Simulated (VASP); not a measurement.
Here is a VASP 6.6.1 calculation.

The input INCAR:

```
SYSTEM = HgTe
  ALGO = Normal
  EDIFF = 1E-6
  ENCUT = 500
  GGA = PE
  GGA_COMPAT = .False.
  ISIF = 2
  ISMEAR = 0
  LASPH = .True.
  LCHARG = .False.
  LREAL = .False.
  LWAVE = .False.
  NBANDS = 16
  NELM = 120
  PREC = Accurate
  SIGMA = 0.15
```

Contents of KPOINTS:

```
k-points
0
Gamma
  8 8 8
  0 0 0
```

The input POSCAR:

```
HgTe
1.0
    0.0000000000      3.0771170000      3.0771170000
    3.0771170000      0.0000000000      3.0771170000
    3.0771170000      3.0771170000      0.0000000000
Hg Te
1 1
Direct
    0.0000000000      0.0000000000      0.0000000000
    0.5000000000      0.5000000000      0.5000000000
```

Potentials or basis: VASP PAW PBE potentials, release 64 (Hg, Te).

Run with:

```bash
$ cat potpaw_PBE.64/Hg/POTCAR potpaw_PBE.64/Te/POTCAR > POTCAR
$ mpirun -np 1 vasp_std > vasp.out
```

Question: What does it give for the pressure?

Answer: -0.2 GPa.

Question: Predict the band gap on the k mesh.

Answer: Zero (bands 9 and 10 overlap by 2.40 eV).

Caveat: spin-orbit coupling is left out, which moves the levels of the heavy elements.
